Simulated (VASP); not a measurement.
A run of VASP 6.6.1 is set up as follows.

File INCAR:

```
PREC = Accurate ; ENCUT = 520
EDIFF = 1E-6 ; ISMEAR = 0
SIGMA = 0.02 ; LREAL = F
LASPH = T ; NELM = 60
ALGO = Normal ; ISIF = 2
LWAVE = F ; LCHARG = F
GGA = PE ; NBANDS = 30
```

File KPOINTS:

```
Automatic mesh
0
Gamma
  4 4 4
```

File POSCAR:

```
N
1.0
    6.1456265970      0.0000000000      0.0000000000
    0.0000000000      6.1456265970      0.0000000000
    0.0000000000      0.0000000000      6.1456265970
N
8
Direct
    0.0517585151      0.0517585151      0.0517585151
    0.4482414849      0.9482414849      0.5517585151
    0.5517585151      0.4482414849      0.9482414849
    0.9482414849      0.5517585151      0.4482414849
    0.9482414849      0.9482414849      0.9482414849
    0.5517585151      0.0517585151      0.4482414849
    0.4482414849      0.5517585151      0.0517585151
    0.0517585151      0.4482414849      0.5517585151
```

Potentials or basis: VASP PAW PBE potentials, release 64 (N).

Command:

```sh
$ cat potpaw_PBE.64/N/POTCAR > POTCAR
$ mpirun -np 1 vasp_std > vasp.out
```

(1) Estimate the band gap on the k mesh.

(2) Predict the largest force.

(3) What does it give for the pressure?

## Answers

(1) 7.64 eV, indirect (least direct gap 7.65 eV).

(2) 1.745 eV/Å.

(3) 1.6 GPa.

Caveat: the standard files for N, O and F lose accuracy on very short bonds; forces of over 1 eV/Å act on the atoms, so gaps and moduli don't describe the material at rest.
